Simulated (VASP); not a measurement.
# ZrSi2 (Cmcm) in VASP: further runs

The runs below take ZrSi2 through single point, with PBE+D3(BJ), PBE.

Everything below comes from runs of VASP 6.6.1. Logs are shortened: lines on timing, memory, paths and dates and some standing lists are left out, and cuts for length are marked.

### Step 1. The cell of the first run

The structure is orthorhombic, space group Cmcm (No. 63). The conventional cell has a = 3.710 Å, b = 14.624 Å, c = 3.670 Å, α = 90.00°, β = 90.00°, γ = 90.00°. Within 3.8 Å of Zr (site symmetry m2m) lie 10 Si at 2.71 to 2.97 Å and 6 Zr at 3.56 to 3.71 Å. Within 3.2 Å of Si (site symmetry m2m) lie 2 Si at 2.42 Å and 6 Zr at 2.71 to 2.97 Å. Si (site symmetry m2m) has 8 Si at 2.61 to 3.41 Å and 4 Zr at 2.81 to 2.82 Å within 3.5 Å.

### Step 2. Single point, PBE+D3(BJ) (16.59 Å³/atom)

Contents of INCAR:

```
SYSTEM = ZrSi2
  PREC = Accurate
  ENCUT = 520
  EDIFF = 1E-6
  ISMEAR = 0
  SIGMA = 0.05
  LREAL = .False.
  LASPH = .True.
  NELM = 80
  ALGO = Normal
  ISIF = 2
  LWAVE = .False.
  LCHARG = .False.
  GGA = PE
  IVDW = 12
  NBANDS = 29
```

Contents of KPOINTS:

```
Automatic mesh
0
Gamma
  6 6 6
  0 0 0
```

Contents of POSCAR:

```
ZrSi2
1.0
    1.8548298172     -7.3119271688      0.0000000000
    1.8548298172      7.3119271688      0.0000000000
    0.0000000000      0.0000000000      3.6704539570
Zr Si
2 4
Direct
    0.6044468654      0.3955531346      0.2500000000
    0.3955531346      0.6044468654      0.7500000000
    0.9458503921      0.0541496079      0.2500000000
    0.0541496079      0.9458503921      0.7500000000
    0.2499938723      0.7500061277      0.2500000000
    0.7500061277      0.2499938723      0.7500000000
```

Potentials or basis: VASP PAW PBE potentials, release 64 (Zr_sv, Si).

Command:

```
$ cat potpaw_PBE.64/Zr_sv/POTCAR potpaw_PBE.64/Si/POTCAR > POTCAR
$ mpirun -np 1 vasp_std > vasp.out
```

OUTCAR:

```text
SYSTEM = ZrSi2
   PREC = Accurate
   ENCUT = 520
   EDIFF = 1E-6
   ISMEAR = 0
   LREAL = .False.
   LASPH = .True.
   NELM = 80
   ISIF = 2
   GGA = PE
   IVDW = 12
 IVDW          = 12

 ion  position               nearest neighbor table
   1  0.604  0.396  0.250-   4 2.71   4 2.71   4 2.71   4 2.71   6 2.81   6 2.81   5 2.82   5 2.82
                             3 2.97   3 2.97   2 3.56   2 3.56
   2  0.396  0.604  0.750-   3 2.71   3 2.71   3 2.71   3 2.71   5 2.81   5 2.81   6 2.82   6 2.82
                             4 2.97   4 2.97   1 3.56   1 3.56
   3  0.946  0.054  0.250-   4 2.42   4 2.42   2 2.71   2 2.71   2 2.71   2 2.71   1 2.97   1 2.97

   4  0.054  0.946  0.750-   3 2.42   3 2.42   1 2.71   1 2.71   1 2.71   1 2.71   2 2.97   2 2.97

   5  0.250  0.750  0.250-   6 2.61   6 2.61   6 2.61   6 2.61   2 2.81   2 2.81   1 2.82   1 2.82

   6  0.750  0.250  0.750-   5 2.61   5 2.61   5 2.61   5 2.61   1 2.81   1 2.81   2 2.82   2 2.82

  LATTYP: Found a base centered orthorhombic cell.
 ALAT       =     3.7096596344
 B/A-ratio  =     3.9421013729
 C/A-ratio  =     0.9894314624

  Lattice vectors:

 A1 = (   1.8548298172,  -7.3119271688,   0.0000000000)
 A2 = (   1.8548298172,   7.3119271688,   0.0000000000)
 A3 = (   0.0000000000,   0.0000000000,   3.6704539570)

Analysis of symmetry for initial positions (statically):
=====================================================================
 Subroutine PRICEL returns:
 Original cell was already a primitive cell.

 Routine SETGRP: Setting up the symmetry group for a
 base centered orthorhombic supercell.

 Subroutine GETGRP returns: Found  8 space group operations
 (whereof  4 operations were pure point group operations)
 out of a pool of  8 trial point group operations.

The static configuration has the point symmetry C_2h.
 The point group associated with its full space group is D_2h.

Analysis of symmetry for dynamics (positions and initial velocities):
=====================================================================
 Subroutine PRICEL returns:
 Original cell was already a primitive cell.

 Routine SETGRP: Setting up the symmetry group for a
 base centered orthorhombic supercell.

 Subroutine GETGRP returns: Found  8 space group operations
 (whereof  4 operations were pure point group operations)
 out of a pool of  8 trial point group operations.

The dynamic configuration has the point symmetry C_2h.
 The point group associated with its full space group is D_2h.

 Subroutine INISYM returns: Found  8 space group operations
[... 107 lines left out ...]
   EDIFFG = 0.1E-04   stopping-criterion for IOM
   NSW    =      0    number of steps for IOM
   IBRION =     -1    ionic relax: 0-MD 1-quasi-New 2-CG
   NFREE  =      0    steps in history (QN), initial steepest desc. (CG)
   ISIF   =      2    stress and relaxation
   ISYM   =      2    0-nonsym 1-usesym 2-fastsym
   POTIM  = 0.5000    time-step for ionic-motion
   TEBEG  =    0.0;   TEEND  =   0.0 temperature during run
   PSTRESS=    0.0 pullay stress
   NELECT =      40.0000    total number of electrons
   NUPDOWN=      -1.0000    fix difference up-down
   EMIN   =  10.00;   EMAX   =-10.00  energy-range for DOS
   EFERMI =   0.00;   METHOD = LEGACY
   ISMEAR =     0;   SIGMA  =   0.05  broadening in eV -4-tet -1-fermi 0-gaus
   EFERMI_NEDOS =   21; number of points for ismear=-14 and -15
   IALGO  =     38    algorithm
   IMIX   =      4    mixing-type and parameters
     AMIX     =   0.40;   BMIX     =  1.00
     AMIX_MAG =   1.60;   BMIX_MAG =  1.00
  volume/ion in A,a.u.               =      16.59       111.98
  Fermi-wavevector in a.u.,A,eV,Ry     =   1.207998  2.282785 19.854430  1.459259
  Thomas-Fermi vector in A             =   2.343619
   LORBIT       =      0    0 simple, 1 ext, 2 COOP (PROOUT), +10 PAW based schemes
   GGA     = PE    functional components
   LHFCALC =     F    Hartree Fock is set to
   AEXX    =    0.0000 exact exchange contribution
   IVDW    =    12    specifies the selected vdW correction
   LEPSILON=     F    determine dielectric tensor
   LRPA    =     F    only Hartree local field effects (RPA)
 non-spin polarized calculation
 Gauss-broadening in eV      SIGMA  =   0.05
  energy-cutoff  :      520.00
  volume of cell :       99.56
 maximum number of plane-waves:      2708
   NGX = 29   NGY = 29   NGZ = 13

 number of electron      39.9999999 magnetization

 Free energy of the ion-electron system (eV)
  ---------------------------------------------------
  ext. energy  EPLUGINS =         0.00000000
  ---------------------------------------------------
  free energy    TOTEN  =       -42.70224649 eV

  energy without entropy =      -42.70047205  energy(sigma->0) =      -42.70135927

 E-fermi :  10.2116     XC(G=0): -11.3083

 val. band max:       10.1991773834   @ k =  -0.3333   0.3333   0.0000
 cond. band min:      10.2186551651   @ k =   0.3333   0.3333   0.1667
 fundamental gap:      0.0194777817
 Fermi energy:        10.2116094365

 k-point     1 :       0.0000    0.0000    0.0000
  band No.  band energies     occupation
      1     -38.6131      2.00000
      2     -38.5985      2.00000
      3     -16.8595      2.00000
      4     -16.7166      2.00000
      5     -16.6910      2.00000
      6     -16.6779      2.00000
[... 757 lines left out ...]
     28      14.0087      0.00000
     29      14.0821      0.00000

 [... further k-points ...]

------------------------ aborting loop because EDIFF is reached ----------------------------------------

 Edisp (eV)   -2.92289

 E8    (eV) :    -1.3278

  FORCE on cell =-STRESS in cart. coord.  units (eV):
  Direction    XX          YY          ZZ          XY          YZ          ZX
  --------------------------------------------------------------------------------------
  -------------------------------------------------------------------------------------
  Total      -1.99382    -1.88968    -2.24103     0.00000     0.00000     0.00000
  in kB     -32.08563   -30.40978   -36.06396     0.00000     0.00000     0.00000
  external pressure =      -32.85 kB  Pullay stress =        0.00 kB

 VOLUME and BASIS-vectors are now :
 -----------------------------------------------------------------------------
  energy-cutoff  :      520.00
  volume of cell :       99.56
      direct lattice vectors                 reciprocal lattice vectors
     1.854829817 -7.311927169  0.000000000     0.269566510 -0.068381425  0.000000000
     1.854829817  7.311927169  0.000000000     0.269566510  0.068381425  0.000000000
     0.000000000  0.000000000  3.670453957     0.000000000  0.000000000  0.272445864

 POSITION                                       TOTAL-FORCE (eV/Angst)
 -----------------------------------------------------------------------------------
      1.85483     -1.52742      0.91761         0.000000     -0.028608     -0.000000
      1.85483      1.52742      2.75284         0.000000      0.028608     -0.000000
      1.85483     -6.52005      0.91761         0.000000     -0.054776     -0.000000
      1.85483      6.52005      2.75284         0.000000      0.054776     -0.000000
      1.85483      3.65605      0.91761         0.000000     -0.007410     -0.000000
      1.85483     -3.65605      2.75284         0.000000      0.007410      0.000000
 -----------------------------------------------------------------------------------
    total drift:                                0.000000     -0.000000      0.000000

  FREE ENERGIE OF THE ION-ELECTRON SYSTEM (eV)
  ---------------------------------------------------
  free  energy   TOTEN  =       -45.6251347193 eV

  energy  without entropy=      -45.6233602747  energy(sigma->0) =      -45.62424750
```

Wall time 9.5 min (1 thread of Intel Xeon 8259CL, shared host); peak memory 0.36 GiB.

What came out:

```yaml
Free_energy: -45.6251 eV
Pressure: -3.3 GPa
Largest_force: 0.055 eV/Å
Band_gap_on_the_k_mesh: zero (bands 20 and 21 overlap by 0.77 eV)
Dispersion_energy_per_atom: -0.487 eV
```

Forces on the atoms (eV/Å):
```
Zr   0.000 -0.029  0.000
Zr   0.000  0.029  0.000
Si   0.000 -0.055  0.000
Si   0.000  0.055  0.000
Si   0.000 -0.007  0.000
Si   0.000  0.007  0.000
```

Caveat: three body term missing; the cell stands under tension.

### Step 3. Single point, PBE

This run uses another cell than the first one, of 16.71 Å³/atom.

Edit INCAR of step 2 so:

```diff
@@ -14,3 +14,2 @@
   GGA = PE
-  IVDW = 12
   NBANDS = 29
```

KPOINTS is that of step 2.

Contents of POSCAR:

```
ZrSi2
1.0
    1.8619606540     -7.3480055833      0.0000000000
    1.8619606540      7.3480055833      0.0000000000
    0.0000000000      0.0000000000      3.6640190884
Zr Si
2 4
Direct
    0.6040000000      0.3960000000      0.2500000000
    0.3960000000      0.6040000000      0.7500000000
    0.9390000000      0.0610000000      0.2500000000
    0.0610000000      0.9390000000      0.7500000000
    0.2500000000      0.7500000000      0.2500000000
    0.7500000000      0.2500000000      0.7500000000
```

Potentials or basis: VASP PAW PBE potentials, release 64 (Zr_sv, Si).

Command:

```
$ cat potpaw_PBE.64/Zr_sv/POTCAR potpaw_PBE.64/Si/POTCAR > POTCAR
$ mpirun -np 1 vasp_std > vasp.out
```

OUTCAR:

```text
SYSTEM = ZrSi2
   PREC = Accurate
   ENCUT = 520
   EDIFF = 1E-6
   ISMEAR = 0
   LREAL = .False.
   LASPH = .True.
   NELM = 80
   ISIF = 2
   GGA = PE

 ion  position               nearest neighbor table
   1  0.604  0.396  0.250-   4 2.69   4 2.69   4 2.69   4 2.69   6 2.82   6 2.82   5 2.84   5 2.84
                             3 3.06   3 3.06   2 3.56   2 3.56
   2  0.396  0.604  0.750-   3 2.69   3 2.69   3 2.69   3 2.69   5 2.82   5 2.82   6 2.84   6 2.84
                             4 3.06   4 3.06   1 3.56   1 3.56
   3  0.939  0.061  0.250-   4 2.56   4 2.56   2 2.69   2 2.69   2 2.69   2 2.69   1 3.06   1 3.06

   4  0.061  0.939  0.750-   3 2.56   3 2.56   1 2.69   1 2.69   1 2.69   1 2.69   2 3.06   2 3.06

   5  0.250  0.750  0.250-   6 2.61   6 2.61   6 2.61   6 2.61   2 2.82   2 2.82   1 2.84   1 2.84

   6  0.750  0.250  0.750-   5 2.61   5 2.61   5 2.61   5 2.61   1 2.82   1 2.82   2 2.84   2 2.84

  LATTYP: Found a base centered orthorhombic cell.
 ALAT       =     3.7239213080
 B/A-ratio  =     3.9463806969
 C/A-ratio  =     0.9839142091

  Lattice vectors:

 A1 = (   1.8619606540,  -7.3480055833,   0.0000000000)
 A2 = (   1.8619606540,   7.3480055833,   0.0000000000)
 A3 = (   0.0000000000,   0.0000000000,   3.6640190884)

Analysis of symmetry for initial positions (statically):
=====================================================================
 Subroutine PRICEL returns:
 Original cell was already a primitive cell.

 Routine SETGRP: Setting up the symmetry group for a
 base centered orthorhombic supercell.

 Subroutine GETGRP returns: Found  8 space group operations
 (whereof  4 operations were pure point group operations)
 out of a pool of  8 trial point group operations.

The static configuration has the point symmetry C_2h.
 The point group associated with its full space group is D_2h.

Analysis of symmetry for dynamics (positions and initial velocities):
=====================================================================
 Subroutine PRICEL returns:
[... 135 lines left out ...]
   IALGO  =     38    algorithm
   IMIX   =      4    mixing-type and parameters
     AMIX     =   0.40;   BMIX     =  1.00
     AMIX_MAG =   1.60;   BMIX_MAG =  1.00
  volume/ion in A,a.u.               =      16.71       112.76
  Fermi-wavevector in a.u.,A,eV,Ry     =   1.205181  2.277462 19.761934  1.452461
  Thomas-Fermi vector in A             =   2.340885
   LORBIT       =      0    0 simple, 1 ext, 2 COOP (PROOUT), +10 PAW based schemes
   GGA     = PE    functional components
   LHFCALC =     F    Hartree Fock is set to
   AEXX    =    0.0000 exact exchange contribution
   IVDW    =     0    specifies the selected vdW correction
   LEPSILON=     F    determine dielectric tensor
   LRPA    =     F    only Hartree local field effects (RPA)
 non-spin polarized calculation
 Gauss-broadening in eV      SIGMA  =   0.05
  energy-cutoff  :      520.00
  volume of cell :      100.26
 maximum number of plane-waves:      2732
   NGX = 29   NGY = 29   NGZ = 13

 number of electron      39.9999999 magnetization

 Free energy of the ion-electron system (eV)
  ---------------------------------------------------
  ext. energy  EPLUGINS =         0.00000000
  ---------------------------------------------------
  free energy    TOTEN  =       -42.59428703 eV

  energy without entropy =      -42.59186787  energy(sigma->0) =      -42.59307745

 E-fermi :  10.1701     XC(G=0): -11.2868

 val. band max:       10.1615886194   @ k =   0.1667  -0.0000   0.0000
 cond. band min:      10.1846576070   @ k =   0.3333   0.3333   0.1667
 fundamental gap:      0.0230689876
 Fermi energy:        10.1700980752

 k-point     1 :       0.0000    0.0000    0.0000
  band No.  band energies     occupation
      1     -38.6782      2.00000
      2     -38.6640      2.00000
      3     -16.9104      2.00000
      4     -16.7846      2.00000
      5     -16.7603      2.00000
      6     -16.7363      2.00000
[... 757 lines left out ...]
     28      13.9190      0.00000
     29      14.0868      0.00000

 [... further k-points ...]
[... 5 lines left out ...]
  --------------------------------------------------------------------------------------
  -------------------------------------------------------------------------------------
  Total        1.0145956     -1.3915272      0.8754545      0.0000000      0.0000000      0.0000000
  in kB       16.2134652    -22.2369179     13.9899597      0.0000000      0.0000000      0.0000000
  external PRESSURE =       2.6555024 kB  Pullay stress =       0.0000000 kB

 VOLUME and BASIS-vectors are now :
 -----------------------------------------------------------------------------
  energy-cutoff  :      520.00
  volume of cell :      100.26
      direct lattice vectors                 reciprocal lattice vectors
     1.861960654 -7.348005583  0.000000000     0.268534138 -0.068045675  0.000000000
     1.861960654  7.348005583  0.000000000     0.268534138  0.068045675  0.000000000
     0.000000000  0.000000000  3.664019088     0.000000000  0.000000000  0.272924342

 POSITION                                       TOTAL-FORCE (eV/Angst)
 -----------------------------------------------------------------------------------
      1.86196     -1.52839      0.91600         0.000000     -0.184592     -0.000000
      1.86196      1.52839      2.74801         0.000000      0.184592     -0.000000
      1.86196     -6.45155      0.91600         0.000000     -0.939261      0.000000
      1.86196      6.45155      2.74801         0.000000      0.939261     -0.000000
      1.86196      3.67400      0.91600         0.000000      0.007546     -0.000000
      1.86196     -3.67400      2.74801         0.000000     -0.007546     -0.000000
 -----------------------------------------------------------------------------------
    total drift:                                0.000000     -0.000000     -0.000000

  FREE ENERGIE OF THE ION-ELECTRON SYSTEM (eV)
  ---------------------------------------------------
  free  energy   TOTEN  =       -42.5942870317 eV

  energy  without entropy=      -42.5918678703  energy(sigma->0) =      -42.59307745
```

It took 9.1 min on 1 thread of Intel Xeon 8259CL, shared host; peak memory 0.35 GiB.

Results:

```yaml
Free_energy: -42.5943 eV
Pressure: 0.3 GPa
Largest_force: 0.939 eV/Å
Band_gap_on_the_k_mesh: zero (bands 20 and 21 overlap by 0.73 eV)
```

Forces in eV/Å, atoms in the order of the input:
```
Zr   0.000 -0.185  0.000
Zr   0.000  0.185  0.000
Si   0.000 -0.939  0.000
Si   0.000  0.939  0.000
Si   0.000  0.008  0.000
Si   0.000 -0.008  0.000
```

Stress tensor (GPa, compression positive):
```
 1.62  0.00  0.00
 0.00 -2.22  0.00
 0.00  0.00  1.40
```

Levels at points of the mesh, in eV from the Fermi level:
| k point | band 16 | band 17 | band 18 | band 19 | band 20 | band 21 | band 22 | band 23 | band 24 | band 25 |
| --- | --- | --- | --- | --- | --- | --- | --- | --- | --- | --- |
| (0.00, 0.00, 0.00) | -2.60 | -2.54 | -2.15 | -2.00 | 0.04 | 0.89 | 1.27 | 1.32 | 1.39 | 1.71 |
| (0.50, 0.00, 0.00) | -2.84 | -1.75 | -1.75 | -0.89 | -0.55 | -0.47 | 0.84 | 1.27 | 2.08 | 2.15 |
| (0.50, 0.50, 0.00) | -2.72 | -2.22 | -1.83 | -1.56 | 0.25 | 0.80 | 1.06 | 1.29 | 1.44 | 2.00 |
| (0.00, 0.00, 0.50) | -2.67 | -2.09 | -2.09 | -0.26 | -0.26 | 0.26 | 0.26 | 1.64 | 1.64 | 2.03 |
| (0.50, 0.00, 0.50) | -3.70 | -3.15 | -3.15 | -2.44 | -2.44 | 1.89 | 1.89 | 2.74 | 2.74 | 2.99 |
| (0.50, 0.50, 0.50) | -3.18 | -2.48 | -2.48 | -0.98 | -0.98 | -0.01 | -0.01 | 2.22 | 2.22 | 2.94 |

[end of part 1 of 3]

The gap in the log of VASP goes by the Fermi energy; the results here count the filled bands.